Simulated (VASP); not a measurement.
# GaN (P6_3mc) in VASP: single point with r2SCAN

Aim: the single point of GaN with r2SCAN.

All numbers are computed with VASP 6.6.1; they aren't measurements. Logs are shortened: lines on timing, memory, paths and dates and some standing lists are left out, and cuts for length are marked.

## (1) The cell of the first run

The structure is hexagonal, space group P6_3mc (No. 186). The conventional cell has a = 3.183 Å, b = 3.183 Å, c = 5.184 Å, α = 90.00°, β = 90.00°, γ = 120.00°. Ga (site symmetry 3m) has 3 N at 1.84 Å within 2.4 Å. Within 2.4 Å of N (site symmetry 3m) lie 3 Ga at 1.84 Å.

## (2) Single point, r2SCAN (atoms moved along the polar distortion)

Input file POSCAR:

```
GaN
1.0
    3.1831704293      0.0000000000      0.0000000000
   -1.5915852147      2.7567064564      0.0000000000
    0.0000000000      0.0000000000      5.1837795818
Ga N
2 2
Direct
    0.3333333333      0.6666666667     -0.0553386866
    0.6666666667      0.3333333333      0.4446613134
    0.3333333333      0.6666666667      0.4323386866
    0.6666666667      0.3333333333      0.9323386866
```

Input file INCAR.step1:

```
SYSTEM = GaN
PREC = Accurate
ENCUT = 520
ISMEAR = 0
SIGMA = 0.01
LREAL = .False.
LASPH = .True.
NELM = 100
NBANDS = 26
GGA = PE
ALGO = Normal
EDIFF = 1E-4
LWAVE = .True.
LCHARG = .False.
```

Input file INCAR.step2:

```
SYSTEM = GaN
PREC = Accurate
ENCUT = 520
EDIFF = 1E-7
ISMEAR = 0
SIGMA = 0.01
LREAL = .False.
LASPH = .True.
NELM = 100
ALGO = Normal
ISIF = 2
LWAVE = .False.
LCHARG = .False.
METAGGA = R2SCAN
LMIXTAU = .True.
NBANDS = 26
ISTART = 1
```

Input file KPOINTS:

```
Automatic mesh
0
Gamma
  15 15 8
  0 0 0
```

Potentials or basis: VASP PAW PBE potentials, release 64 (Ga_d, N).

Command:

```sh
$ cat potpaw_PBE.64/Ga_d/POTCAR potpaw_PBE.64/N/POTCAR > POTCAR
$ cp INCAR.step1 INCAR
$ mpirun -np 1 vasp_std > vasp.out
$ cp INCAR.step2 INCAR
$ mpirun -np 1 vasp_std > vasp.out
```

OUTCAR:

```text
SYSTEM = GaN
   PREC = Accurate
   ENCUT = 520
   EDIFF = 1E-7
   ISMEAR = 0
   LREAL = .False.
   LASPH = .True.
   NELM = 100
   ISIF = 2
   METAGGA = R2SCAN
   ISTART = 1

 ion  position               nearest neighbor table
   1  0.333  0.667  0.945-   4 1.84   4 1.84   4 1.84
   2  0.667  0.333  0.445-   3 1.84   3 1.84   3 1.84
   3  0.333  0.667  0.432-   2 1.84   2 1.84   2 1.84
   4  0.667  0.333  0.932-   1 1.84   1 1.84   1 1.84

  LATTYP: Found a hexagonal cell.
 ALAT       =     3.1831704293
 C/A-ratio  =     1.6284957708

  Lattice vectors:

 A1 = (   3.1831704293,   0.0000000000,   0.0000000000)
 A2 = (  -1.5915852147,   2.7567064564,   0.0000000000)
 A3 = (   0.0000000000,   0.0000000000,   5.1837795818)

Analysis of symmetry for initial positions (statically):
=====================================================================
 Subroutine PRICEL returns:
 Original cell was already a primitive cell.

 Routine SETGRP: Setting up the symmetry group for a
 hexagonal supercell.

 Subroutine GETGRP returns: Found 12 space group operations
 (whereof  6 operations were pure point group operations)
 out of a pool of 24 trial point group operations.

The static configuration has the point symmetry C_3v.
 The point group associated with its full space group is C_6v.

Analysis of symmetry for dynamics (positions and initial velocities):
=====================================================================
 Subroutine PRICEL returns:
 Original cell was already a primitive cell.

 Routine SETGRP: Setting up the symmetry group for a
 hexagonal supercell.

 Subroutine GETGRP returns: Found 12 space group operations
 (whereof  6 operations were pure point group operations)
 out of a pool of 24 trial point group operations.

The dynamic configuration has the point symmetry C_3v.
 The point group associated with its full space group is C_6v.

 Subroutine INISYM returns: Found 12 space group operations
 (whereof  6 operations are pure point group operations),
 and found     1 'primitive' translations

----------------------------------------------------------------------------------------

                                     Primitive cell

  volume of cell :      45.4880

  direct lattice vectors                    reciprocal lattice vectors
     3.183170429  0.000000000  0.000000000     0.314152202  0.181375858  0.000000000
    -1.591585215  2.756706456  0.000000000     0.000000000  0.362751717  0.000000000
     0.000000000  0.000000000  5.183779582     0.000000000  0.000000000  0.192909437

  length of vectors
     3.183170429  3.183170429  5.183779582     0.362751717  0.362751717  0.192909437

  position of ions in fractional coordinates (direct lattice)
     0.333333333  0.666666667  0.944661313
     0.666666667  0.333333333  0.444661313
     0.333333333  0.666666667  0.432338687
     0.666666667  0.333333333  0.932338687

  ion indices of the primitive-cell ions
   primitive index   ion index
                 1           1
                 2           2
                 3           3
                 4           4

----------------------------------------------------------------------------------------

 KPOINTS: Automatic mesh

Automatic generation of k-mesh.
 Grid dimensions read from file:
 generate k-points for:   15   15    8

 Generating k-lattice:

  Cartesian coordinates                     Fractional coordinates (reciprocal lattice)
     0.020943480  0.012091724  0.000000000     0.066666667 -0.000000000  0.000000000
     0.000000000  0.024183448  0.000000000     0.000000000  0.066666667  0.000000000
     0.000000000  0.000000000  0.024113680     0.000000000  0.000000000  0.125000000

  Length of vectors
     0.024183448  0.024183448  0.024113680

  Shift w.r.t. Gamma in fractional coordinates (k-lattice)
     0.000000000  0.000000000  0.000000000

 Subroutine IBZKPT returns following result:
 ===========================================

 Found    135 irreducible k-points:

 Following reciprocal coordinates:
            Coordinates               Weight
  0.000000  0.000000  0.000000      1.000000
  0.066667  0.000000  0.000000      6.000000
  0.133333  0.000000  0.000000      6.000000
  0.200000  0.000000  0.000000      6.000000
  0.266667  0.000000  0.000000      6.000000
  0.333333  0.000000  0.000000      6.000000
[... 16 lines left out ...]
  0.333333  0.200000  0.000000     12.000000
  0.400000  0.200000  0.000000      6.000000
 [... further k-points ...]
   k-points           NKPTS =    135   k-points in BZ     NKDIM =    135   number of bands    NBANDS=     26
   number of dos      NEDOS =    301   number of ions     NIONS =      4
   total plane-waves  NPLWV =  23040
   dimension x,y,z NGX =    24 NGY =   24 NGZ =   40
   dimension x,y,z NGXF=    48 NGYF=   48 NGZF=   80
   ions per type =               2   2
   NGX,Y,Z   is equivalent  to a cutoff of  12.53, 12.53, 12.83 a.u.
   NGXF,Y,Z  is equivalent  to a cutoff of  25.07, 25.07, 25.66 a.u.
 SYSTEM =  GaN
   PREC   = accura    normal or accurate (medium, high low for compatibility)
   ISTART =      1    job   : 0-new  1-cont  2-samecut
   ICHARG =      0    charge: 1-file 2-atom 10-const
   ISPIN  =      1    spin polarized calculation?
   LNONCOLLINEAR =      F non collinear calculations
   LSORBIT =      F    spin-orbit coupling
   LASPH  =      T    aspherical Exc in radial PAW
   ENCUT  =  520.0 eV  38.22 Ry    6.18 a.u.   5.92  5.92  9.64*2*pi/ulx,y,z
   NELM   =    100;   NELMIN=  2; NELMDL=  0     # of ELM steps
   EDIFF  = 0.1E-06   stopping-criterion for ELM
   LREAL  =      F    real-space projection
   EDIFFG = 0.1E-05   stopping-criterion for IOM
   NSW    =      0    number of steps for IOM
   IBRION =     -1    ionic relax: 0-MD 1-quasi-New 2-CG
   NFREE  =      0    steps in history (QN), initial steepest desc. (CG)
   ISIF   =      2    stress and relaxation
   ISYM   =      2    0-nonsym 1-usesym 2-fastsym
   POTIM  = 0.5000    time-step for ionic-motion
   TEBEG  =    0.0;   TEEND  =   0.0 temperature during run
   PSTRESS=    0.0 pullay stress
   NELECT =      36.0000    total number of electrons
   NUPDOWN=      -1.0000    fix difference up-down
   EMIN   =  10.00;   EMAX   =-10.00  energy-range for DOS
   EFERMI =   0.00;   METHOD = LEGACY
   ISMEAR =     0;   SIGMA  =   0.01  broadening in eV -4-tet -1-fermi 0-gaus
   EFERMI_NEDOS =   21; number of points for ismear=-14 and -15
   IALGO  =     38    algorithm
   IMIX   =      4    mixing-type and parameters
     AMIX     =   0.40;   BMIX     =  1.00
     AMIX_MAG =   1.60;   BMIX_MAG =  1.00
  volume/ion in A,a.u.               =      11.37        76.74
  Fermi-wavevector in a.u.,A,eV,Ry     =   1.514293  2.861600 31.199307  2.293084
  Thomas-Fermi vector in A             =   2.623970
   LORBIT       =      0    0 simple, 1 ext, 2 COOP (PROOUT), +10 PAW based schemes
   METAGGA = R2SCAN    functional components
   LHFCALC =     F    Hartree Fock is set to
   AEXX    =    0.0000 exact exchange contribution
   IVDW    =     0    specifies the selected vdW correction
   LEPSILON=     F    determine dielectric tensor
   LRPA    =     F    only Hartree local field effects (RPA)
 non-spin polarized calculation
 Gauss-broadening in eV      SIGMA  =   0.01
  energy-cutoff  :      520.00
  volume of cell :       45.49
 maximum number of plane-waves:      1248
 NGX is ok and might be reduce to    24
   NGX = 11   NGY = 11   NGZ = 19

 number of electron      36.0000005 magnetization

 Free energy of the ion-electron system (eV)
  ---------------------------------------------------
  ext. energy  EPLUGINS =         0.00000000
  ---------------------------------------------------
  free energy    TOTEN  =       -42.64698975 eV

  energy without entropy =      -42.64698975  energy(sigma->0) =      -42.64698975

 E-fermi :   5.4409     XC(G=0): -12.6305

 val. band max:        5.3129920353   @ k =   0.0667   0.0000   0.0000
 cond. band min:       7.6892504907   @ k =   0.0000   0.0000   0.0000
 fundamental gap:      2.3762584554
 Fermi energy:         5.4408572952

 k-point     1 :       0.0000    0.0000    0.0000
  band No.  band energies     occupation
      1     -12.0439      2.00000
      2     -11.2294      2.00000
      3      -8.9478      2.00000
      4      -8.9478      2.00000
      5      -8.9426      2.00000
      6      -8.9426      2.00000
[... 18 lines left out ...]
     25      17.1915      0.00000
     26      17.7725      0.00000

 k-point     2 :       0.0667    0.0000    0.0000
  band No.  band energies     occupation
      1     -11.9951      2.00000
      2     -11.2017      2.00000
      3      -8.9497      2.00000
      4      -8.9387      2.00000
      5      -8.9331      2.00000
      6      -8.9284      2.00000
[... 18 lines left out ...]
     25      17.3811      0.00000
     26      17.4059      0.00000

 k-point     3 :       0.1333    0.0000    0.0000
  band No.  band energies     occupation
      1     -11.8558      2.00000
      2     -11.1253      2.00000
      3      -8.9498      2.00000
      4      -8.9247      2.00000
      5      -8.8911      2.00000
      6      -8.8878      2.00000
[... 18 lines left out ...]
     25      16.5513      0.00000
     26      17.9226      0.00000

 k-point     4 :       0.2000    0.0000    0.0000
  band No.  band energies     occupation
      1     -11.6477      2.00000
      2     -11.0189      2.00000
      3      -8.9369      2.00000
      4      -8.8940      2.00000
      5      -8.8284      2.00000
      6      -8.8265      2.00000
[... 18 lines left out ...]
     25      17.3928      0.00000
     26      18.7480      0.00000
[... 496 lines left out ...]
      1     -10.9666      2.00000
      2     -10.7387      2.00000
      3      -8.8482      2.00000
      4      -8.7902      2.00000
      5      -8.7414      2.00000
      6      -8.7154      2.00000
[... 18 lines left out ...]
     25      16.3775      0.00000
     26      19.8803      0.00000

 k-point    23 :       0.3333    0.2000    0.0000
  band No.  band energies     occupation
      1     -10.8575      2.00000
      2     -10.7124      2.00000
      3      -8.8189      2.00000
      4      -8.7582      2.00000
      5      -8.7528      2.00000
      6      -8.7109      2.00000
[... 18 lines left out ...]
     25      17.1951      0.00000
     26      19.7147      0.00000

 k-point    24 :       0.4000    0.2000    0.0000
  band No.  band energies     occupation
      1     -10.8169      2.00000
      2     -10.7074      2.00000
      3      -8.8076      2.00000
      4      -8.7624      2.00000
      5      -8.7379      2.00000
      6      -8.7028      2.00000
[... 18 lines left out ...]
     25      17.6947      0.00000
     26      19.4867      0.00000

 [... further k-points ...]

------------------------ aborting loop because EDIFF is reached ----------------------------------------

  FORCE on cell =-STRESS in cart. coord.  units (eV):
  Direction    XX          YY          ZZ          XY          YZ          ZX
  --------------------------------------------------------------------------------------
  -------------------------------------------------------------------------------------
  Total        5.0415956      5.0415956     -0.3531002     -0.0000000      0.0000000      0.0000000
  in kB      177.5749298    177.5749298    -12.4368859     -0.0000000      0.0000000      0.0000000
  external PRESSURE =     114.2376579 kB  Pullay stress =       0.0000000 kB

 VOLUME and BASIS-vectors are now :
 -----------------------------------------------------------------------------
  energy-cutoff  :      520.00
  volume of cell :       45.49
      direct lattice vectors                 reciprocal lattice vectors
     3.183170429  0.000000000  0.000000000     0.314152202  0.181375858  0.000000000
    -1.591585215  2.756706456  0.000000000     0.000000000  0.362751717  0.000000000
     0.000000000  0.000000000  5.183779582     0.000000000  0.000000000  0.192909437

 POSITION                                       TOTAL-FORCE (eV/Angst)
 -----------------------------------------------------------------------------------
     -0.00000      1.83780      4.89692         0.000000      0.000000      0.364361
      1.59159      0.91890      2.30503        -0.000000     -0.000000      0.364361
     -0.00000      1.83780      2.24115         0.000000     -0.000000     -0.364361
      1.59159      0.91890      4.83304        -0.000000      0.000000     -0.364361
 -----------------------------------------------------------------------------------
    total drift:                               -0.000002     -0.000003      0.009450

  FREE ENERGIE OF THE ION-ELECTRON SYSTEM (eV)
  ---------------------------------------------------
  free  energy   TOTEN  =       -42.6469897484 eV

  energy  without entropy=      -42.6469897484  energy(sigma->0) =      -42.64698975
```

Wall time 5.3 min (1 thread of Intel Xeon Platinum 8488C (Sapphire Rapids), shared host); peak memory 0.26 GiB.

What came out:

```yaml
Free_energy: -42.6470 eV
Pressure: 11.4 GPa
Largest_force: 0.364 eV/Å
Band_gap_on_the_k_mesh: 2.38 eV
```

Forces in eV/Å, atoms in the order of the input:
```
Ga   0.000  0.000  0.364
Ga   0.000  0.000  0.364
N    0.000  0.000 -0.364
N    0.000  0.000 -0.364
```

Stress tensor (GPa, compression positive):
```
17.76  0.00  0.00
 0.00 17.76  0.00
 0.00  0.00 -1.24
```

Caveat: the cell differs from its parent crystal (atoms moved along the polar distortion); the stress differs along the axes, from -1 to 18 GPa; the PAW data sets were made with another functional, which shifts forces and pressure a little. A k mesh can miss the band edges.
